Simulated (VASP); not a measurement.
# Si32C (a cell with a defect) in VASP: single point with PBE

Aim: the single point of Si32C (a cell with a defect) with PBE.

All numbers are computed with VASP 6.6.1; they aren't measurements. Logs are shortened: lines on timing, memory, paths and dates and some standing lists are left out, and cuts for length are marked.

### Step 1. The cell of the first run

The cell holds a defect, 33 atoms: a = 9.474 Å, b = 9.474 Å, c = 9.474 Å, α = 109.47°, β = 109.47°, γ = 109.47°.

### Step 2. Single point, PBE

Input file INCAR:

```
ALGO = Normal
EDIFF = 1E-7
ENCUT = 520
GGA = PE
ISIF = 2
ISMEAR = 0
LASPH = T
LCHARG = F
LREAL = Auto
LWAVE = F
NBANDS = 88
NELM = 80
PREC = Accurate
SIGMA = 0.02
```

Input file KPOINTS:

```
Automatic mesh
0
Gamma
  2 2 2
  0.5 0.5 0.5
```

Input file POSCAR:

```
Si32C
1.0
   -5.4700936587      5.4700936587     -5.4700936587
    5.4700936587      5.4700936587      5.4700936587
    5.4700936587     -5.4700936587     -5.4700936587
Si C
32 1
Direct
    0.2510645312      0.2546918914      0.7517924293
   -0.0017385443      0.4983434782      0.7476454253
    0.4867252128      0.2371498700      0.4864696413
    0.7413613464      0.7505046999      0.7456832103
    0.2512004521      0.5028105864      0.4999429938
    0.5143868964      0.0200332950      0.7609164961
    0.0067061009      0.7624094321      0.5313620171
    0.7510457327      0.2555533026      0.2512509083
    0.5102929080      0.5035824196      0.2528026184
    0.7409944423      0.0023871621      0.4972563853
    0.0080048904      0.2426553516      0.0006937724
    0.2109810310      0.7117972274      0.2217717969
   -0.0081465698     -0.0041032204      0.2477283909
    0.7371886574      0.4976613144     -0.0379295151
    0.4964517373      0.7545060940      0.0006456014
    0.2507716660      0.0010620476      0.0023919152
    0.2453220335      0.2489538726      0.4980012537
    0.0016971373      0.5018813518      0.5019324478
    0.4990904490      0.2493407947      0.2476485933
    0.7495127608      0.7586424948      0.5041607461
    0.2575447676      0.4921455953      0.2491788231
    0.4800428775     -0.0143798269      0.4888858705
    0.0024474901      0.7628441596      0.2877285287
    0.7881980216      0.2889817065      0.0279812394
    0.5040969446      0.5081913900      0.0019783939
    0.7456248932      0.0035907063      0.2493020385
   -0.0027283811      0.2488965610      0.7498796649
    0.2443756146      0.7489638671     -0.0014930275
   -0.0035631017     -0.0101712152     -0.0030531470
    0.7378866345      0.4934351527      0.7185770016
    0.4976528136      0.7591043699      0.7526532006
    0.2629785868      0.0134250901      0.7635861944
   -0.0480551187      0.5477537839      0.1249215357
```

Potentials or basis: VASP PAW PBE potentials, release 64 (Si, C).

Launch:

```sh
$ cat potpaw_PBE.64/Si/POTCAR potpaw_PBE.64/C/POTCAR > POTCAR
$ mpirun -np 1 vasp_std > vasp.out
```

OUTCAR:

```text
EDIFF = 1E-7
   ENCUT = 520
   GGA = PE
   ISIF = 2
   ISMEAR = 0
   LASPH = T
   LREAL = Auto
   NELM = 80
   PREC = Accurate

 ion  position               nearest neighbor table
   1  0.251  0.255  0.752-  32 2.36  17 2.37  27 2.38  25 2.39
   2  0.998  0.498  0.748-  18 2.35  28 2.36  27 2.37  30 2.37
   3  0.487  0.237  0.486-  19 2.34  30 2.34  17 2.36  22 2.37
   4  0.741  0.751  0.746-  20 2.34  30 2.35  29 2.36  31 2.36
   5  0.251  0.503  0.500-  21 2.37  18 2.37  17 2.38  31 2.39
   6  0.514  0.020  0.761-  32 2.37  22 2.38  31 2.40  24 2.56
   7  0.007  0.762  0.531-  23 2.30  32 2.34  20 2.35  18 2.37
   8  0.751  0.256  0.251-  19 2.36  24 2.36  18 2.36  26 2.36
   9  0.510  0.504  0.253-  21 2.35  20 2.36  19 2.36  25 2.37
  10  0.741  0.002  0.497-  20 2.36  26 2.37  27 2.39  22 2.40
  11  0.008  0.243  0.001-  24 2.34  29 2.35  21 2.36  27 2.37
  12  0.211  0.712  0.222-  33 2.07  21 2.34  28 2.36  23 2.41  22 2.56
  13  0.992  0.996  0.248-  26 2.36  29 2.37  23 2.39  17 2.39
  14  0.737  0.498  0.962-  33 1.88  30 2.30  25 2.39  24 2.41  23 2.76
  15  0.496  0.755  0.001-  26 2.36  25 2.36  28 2.36  31 2.37
  16  0.251  0.001  0.002-  32 2.34  19 2.34  28 2.36  29 2.36
  17  0.245  0.249  0.498-   3 2.36   1 2.37   5 2.38  13 2.39
  18  0.002  0.502  0.502-   2 2.35   8 2.36   5 2.37   7 2.37
  19  0.499  0.249  0.248-   3 2.34  16 2.34   8 2.36   9 2.36
  20  0.750  0.759  0.504-   4 2.34   7 2.35   9 2.36  10 2.36
  21  0.258  0.492  0.249-  12 2.34   9 2.35  11 2.36   5 2.37
  22  0.480  0.986  0.489-   3 2.37   6 2.38  10 2.40  12 2.56
  23  0.002  0.763  0.288-  33 1.88   7 2.30  13 2.39  12 2.41  14 2.76
  24  0.788  0.289  0.028-  33 2.07  11 2.34   8 2.36  14 2.41   6 2.56
  25  0.504  0.508  0.002-  15 2.36   9 2.37  14 2.39   1 2.39
  26  0.746  0.004  0.249-  15 2.36  13 2.36   8 2.36  10 2.37
  27  0.997  0.249  0.750-  11 2.37   2 2.37   1 2.38  10 2.39
  28  0.244  0.749  0.999-  16 2.36  12 2.36   2 2.36  15 2.36
  29  0.996  0.990  0.997-  11 2.35   4 2.36  16 2.36  13 2.37
  30  0.738  0.493  0.719-  14 2.30   3 2.34   4 2.35   2 2.37
  31  0.498  0.759  0.753-   4 2.36  15 2.37   5 2.39   6 2.40
  32  0.263  0.013  0.764-  16 2.34   7 2.34   1 2.36   6 2.37
  33  0.952  0.548  0.125-  14 1.88  23 1.88  24 2.07  12 2.07

  LATTYP: Found a body centered cubic cell.
 ALAT       =    10.9401873174

  Lattice vectors:

 A1 = (  -5.4700936587,   5.4700936587,  -5.4700936587)
 A2 = (   5.4700936587,   5.4700936587,   5.4700936587)
 A3 = (   5.4700936587,  -5.4700936587,  -5.4700936587)

Analysis of symmetry for initial positions (statically):
=====================================================================
 Subroutine PRICEL returns:
 Original cell was already a primitive cell.

 Routine SETGRP: Setting up the symmetry group for a
 body centered cubic supercell.

 Subroutine GETGRP returns: Found  1 space group operations
 (whereof  1 operations were pure point group operations)
 out of a pool of 48 trial point group operations.

The static configuration has the point symmetry C_1 .

Analysis of symmetry for dynamics (positions and initial velocities):
=====================================================================
 Subroutine PRICEL returns:
 Original cell was already a primitive cell.

 Routine SETGRP: Setting up the symmetry group for a
 body centered cubic supercell.

 Subroutine GETGRP returns: Found  1 space group operations
 (whereof  1 operations were pure point group operations)
 out of a pool of 48 trial point group operations.

The dynamic configuration has the point symmetry C_1 .

 Subroutine INISYM returns: Found  1 space group operations
 (whereof  1 operations are pure point group operations),
 and found     1 'primitive' translations

----------------------------------------------------------------------------------------

                                     Primitive cell

  volume of cell :     654.7029

  direct lattice vectors                    reciprocal lattice vectors
    -5.470093659  5.470093659 -5.470093659     0.000000000  0.091406113 -0.091406113
     5.470093659  5.470093659  5.470093659     0.091406113  0.091406113  0.000000000
     5.470093659 -5.470093659 -5.470093659     0.091406113  0.000000000 -0.091406113

  length of vectors
     9.474480139  9.474480139  9.474480139     0.129267765  0.129267765  0.129267765

  position of ions in fractional coordinates (direct lattice)
     0.251064531  0.254691891  0.751792429
     0.998261456  0.498343478  0.747645425
     0.486725213  0.237149870  0.486469641
     0.741361346  0.750504700  0.745683210
     0.251200452  0.502810586  0.499942994
     0.514386896  0.020033295  0.760916496
[... 25 lines left out ...]
     0.262978587  0.013425090  0.763586194
     0.951944881  0.547753784  0.124921536

  ion indices of the primitive-cell ions
   primitive index   ion index
                 1           1
                 2           2
                 3           3
                 4           4
                 5           5
                 6           6
[... 25 lines left out ...]
                32          32
                33          33

----------------------------------------------------------------------------------------

 KPOINTS: Automatic mesh

Automatic generation of k-mesh.
 Grid dimensions read from file:
 generate k-points for:    2    2    2

 Generating k-lattice:

  Cartesian coordinates                     Fractional coordinates (reciprocal lattice)
     0.000000000  0.045703057 -0.045703057     0.500000000  0.000000000  0.000000000
     0.045703057  0.045703057  0.000000000     0.000000000  0.500000000  0.000000000
     0.045703057  0.000000000 -0.045703057     0.000000000  0.000000000  0.500000000

  Length of vectors
     0.064633882  0.064633882  0.064633882

  Shift w.r.t. Gamma in fractional coordinates (k-lattice)
     0.500000000  0.500000000  0.500000000

 Subroutine IBZKPT returns following result:
 ===========================================

 Found      4 irreducible k-points:

 Following reciprocal coordinates:
            Coordinates               Weight
  0.250000  0.250000  0.250000      2.000000
 -0.250000  0.250000  0.250000      2.000000
  0.250000 -0.250000  0.250000      2.000000
  0.250000  0.250000 -0.250000      2.000000
   k-points           NKPTS =      4   k-points in BZ     NKDIM =      4   number of bands    NBANDS=     88
   number of dos      NEDOS =    301   number of ions     NIONS =     33
   total plane-waves  NPLWV = 343000
   dimension x,y,z NGX =    70 NGY =   70 NGZ =   70
   dimension x,y,z NGXF=   140 NGYF=  140 NGZF=  140
   ions per type =              32   1
   NGX,Y,Z   is equivalent  to a cutoff of  12.28, 12.28, 12.28 a.u.
   NGXF,Y,Z  is equivalent  to a cutoff of  24.57, 24.57, 24.57 a.u.
 SYSTEM =  unknown system
   PREC   = accura    normal or accurate (medium, high low for compatibility)
   ISTART =      0    job   : 0-new  1-cont  2-samecut
   ICHARG =      2    charge: 1-file 2-atom 10-const
   ISPIN  =      1    spin polarized calculation?
   LNONCOLLINEAR =      F non collinear calculations
   LSORBIT =      F    spin-orbit coupling
   LASPH  =      T    aspherical Exc in radial PAW
   ENCUT  =  520.0 eV  38.22 Ry    6.18 a.u.  17.62 17.62 17.62*2*pi/ulx,y,z
   NELM   =     80;   NELMIN=  2; NELMDL= -5     # of ELM steps
   EDIFF  = 0.1E-06   stopping-criterion for ELM
   LREAL  =      T    real-space projection
   EDIFFG = 0.1E-05   stopping-criterion for IOM
   NSW    =      0    number of steps for IOM
   IBRION =     -1    ionic relax: 0-MD 1-quasi-New 2-CG
   NFREE  =      0    steps in history (QN), initial steepest desc. (CG)
   ISIF   =      2    stress and relaxation
   ISYM   =      2    0-nonsym 1-usesym 2-fastsym
   POTIM  = 0.5000    time-step for ionic-motion
   TEBEG  =    0.0;   TEEND  =   0.0 temperature during run
   PSTRESS=    0.0 pullay stress
   NELECT =     132.0000    total number of electrons
   NUPDOWN=      -1.0000    fix difference up-down
   EMIN   =  10.00;   EMAX   =-10.00  energy-range for DOS
   EFERMI =   0.00;   METHOD = LEGACY
   ISMEAR =     0;   SIGMA  =   0.02  broadening in eV -4-tet -1-fermi 0-gaus
   EFERMI_NEDOS =   21; number of points for ismear=-14 and -15
   IALGO  =     38    algorithm
   IMIX   =      4    mixing-type and parameters
     AMIX     =   0.40;   BMIX     =  1.00
     AMIX_MAG =   1.60;   BMIX_MAG =  1.00
  volume/ion in A,a.u.               =      19.84       133.88
  Fermi-wavevector in a.u.,A,eV,Ry     =   0.959956  1.814054 12.537983  0.921516
  Thomas-Fermi vector in A             =   2.089198
   LORBIT       =      0    0 simple, 1 ext, 2 COOP (PROOUT), +10 PAW based schemes
   GGA     = PE    functional components
   LHFCALC =     F    Hartree Fock is set to
   AEXX    =    0.0000 exact exchange contribution
   IVDW    =     0    specifies the selected vdW correction
   LEPSILON=     F    determine dielectric tensor
   LRPA    =     F    only Hartree local field effects (RPA)
 non-spin polarized calculation
 Gauss-broadening in eV      SIGMA  =   0.02
  energy-cutoff  :      520.00
  volume of cell :      654.70
 maximum number of plane-waves:     17628
 NGX is ok and might be reduce to    70
   NGX = 35   NGY = 35   NGZ = 35

 number of electron     132.0000000 magnetization

 Free energy of the ion-electron system (eV)
  ---------------------------------------------------
  ext. energy  EPLUGINS =         0.00000000
  ---------------------------------------------------
  free energy    TOTEN  =      -178.72290058 eV

  energy without entropy =     -178.72290058  energy(sigma->0) =     -178.72290058

 E-fermi :   5.6250     XC(G=0):  -9.4061

 val. band max:        5.5174268203   @ k =   0.2500  -0.2500   0.2500
 cond. band min:       6.2530386795   @ k =  -0.2500   0.2500   0.2500
 fundamental gap:      0.7356118592
 Fermi energy:         5.6249993221

 k-point     1 :       0.2500    0.2500    0.2500
  band No.  band energies     occupation
      1      -7.5908      2.00000
      2      -5.4097      2.00000
      3      -5.3864      2.00000
      4      -5.3299      2.00000
      5      -4.6629      2.00000
      6      -4.0624      2.00000
[... 70 lines left out ...]
     77       7.4063      0.00000
     78       7.5439      0.00000

 k-point     2 :      -0.2500    0.2500    0.2500
  band No.  band energies     occupation
      1      -7.5952      2.00000
      2      -5.6939      2.00000
      3      -4.9017      2.00000
      4      -4.8792      2.00000
      5      -4.8275      2.00000
      6      -4.4532      2.00000
[... 70 lines left out ...]
     77       7.9807      0.00000
     78       8.0656      0.00000

 k-point     3 :       0.2500   -0.2500    0.2500
  band No.  band energies     occupation
      1      -7.5952      2.00000
      2      -5.6939      2.00000
      3      -4.9017      2.00000
      4      -4.8792      2.00000
      5      -4.8275      2.00000
      6      -4.4533      2.00000
[... 70 lines left out ...]
     77       7.9804      0.00000
     78       8.0654      0.00000

 k-point     4 :       0.2500    0.2500   -0.2500
  band No.  band energies     occupation
      1      -7.5953      2.00000
      2      -5.6865      2.00000
      3      -4.9632      2.00000
      4      -4.8799      2.00000
      5      -4.7761      2.00000
      6      -4.4525      2.00000
[... 70 lines left out ...]
     77       8.0278      0.00000
     78       8.0862      0.00000
 [bands above 78 left out]

------------------------ aborting loop because EDIFF is reached ----------------------------------------

  FORCE on cell =-STRESS in cart. coord.  units (eV):
  Direction    XX          YY          ZZ          XY          YZ          ZX
  --------------------------------------------------------------------------------------
  -------------------------------------------------------------------------------------
  Total        4.7748996     -5.2097910      4.8034157     -3.4792114      3.4704881     -1.4445627
  in kB       11.6850493    -12.7493079     11.7548334     -8.5142641      8.4929167     -3.5351080
  external PRESSURE =       3.5635249 kB  Pullay stress =       0.0000000 kB

 VOLUME and BASIS-vectors are now :
 -----------------------------------------------------------------------------
  energy-cutoff  :      520.00
  volume of cell :      654.70
      direct lattice vectors                 reciprocal lattice vectors
    -5.470093659  5.470093659 -5.470093659     0.000000000  0.091406113 -0.091406113
     5.470093659  5.470093659  5.470093659     0.091406113  0.091406113  0.000000000
     5.470093659 -5.470093659 -5.470093659     0.091406113  0.000000000 -0.091406113

 POSITION                                       TOTAL-FORCE (eV/Angst)
 -----------------------------------------------------------------------------------
      4.13222     -1.34584     -4.09253         0.000833     -0.006422      0.004105
      1.35509      4.09688     -6.82429         0.006763      0.003593     -0.006484
      1.29583      1.29863     -4.02624        -0.006992      0.004442      0.007309
      4.12897      4.08169     -4.02894        -0.005897     -0.005023      0.005142
      4.11107      1.38978     -1.35840         0.003772     -0.000370     -0.009036
      1.45812     -1.23896     -6.86645        -0.004918      0.001033     -0.004529
[... 25 lines left out ...]
      2.81181     -2.66493     -5.54197         0.004551     -0.003810     -0.004541
     -1.52763      7.52016     -2.89430         0.043325      0.010588      0.046261
 -----------------------------------------------------------------------------------
    total drift:                               -0.015544     -0.001024      0.000480

  FREE ENERGIE OF THE ION-ELECTRON SYSTEM (eV)
  ---------------------------------------------------
  free  energy   TOTEN  =      -178.7229005785 eV

  energy  without entropy=     -178.7229005785  energy(sigma->0) =     -178.72290058
```

It took 16 min on 1 thread of Intel Xeon 8259CL, shared host; peak memory 0.73 GiB.

Results:

| Quantity | Value |
| --- | --- |
| Free energy | -178.7229 eV |
| Pressure | 0.4 GPa |
| Largest force | 0.064 eV/Å |
| Band gap on the k mesh | 0.74 eV |

Forces on the atoms (eV/Å):
```
Si   0.001 -0.006  0.004
Si   0.007  0.004 -0.006
Si  -0.007  0.004  0.007
Si  -0.006 -0.005  0.005
Si   0.004  0.000 -0.009
Si  -0.005  0.001 -0.005
Si  -0.008 -0.002  0.005
Si   0.002 -0.005  0.004
Si   0.006  0.003  0.000
Si   0.002  0.002 -0.005
Si  -0.001  0.002  0.007
Si  -0.029 -0.018 -0.002
Si  -0.002 -0.007 -0.012
Si  -0.001  0.003 -0.002
Si   0.000  0.001  0.004
Si   0.003 -0.001 -0.001
Si   0.006  0.005  0.000
Si  -0.007 -0.007  0.005
Si  -0.005  0.001  0.008
Si   0.005  0.008 -0.006
Si   0.006 -0.004  0.001
Si  -0.004  0.001 -0.001
Si  -0.007 -0.006 -0.003
Si   0.003  0.012 -0.035
Si  -0.011  0.005 -0.004
Si   0.000  0.004  0.000
Si  -0.007 -0.001  0.005
Si   0.005  0.003 -0.003
Si   0.001 -0.002  0.002
Si   0.005 -0.002 -0.002
Si  -0.002  0.000 -0.001
Si   0.005 -0.004 -0.005
C    0.043  0.011  0.046
```

Caveat: semilocal functionals underestimate gaps, and a narrow one can read as zero.
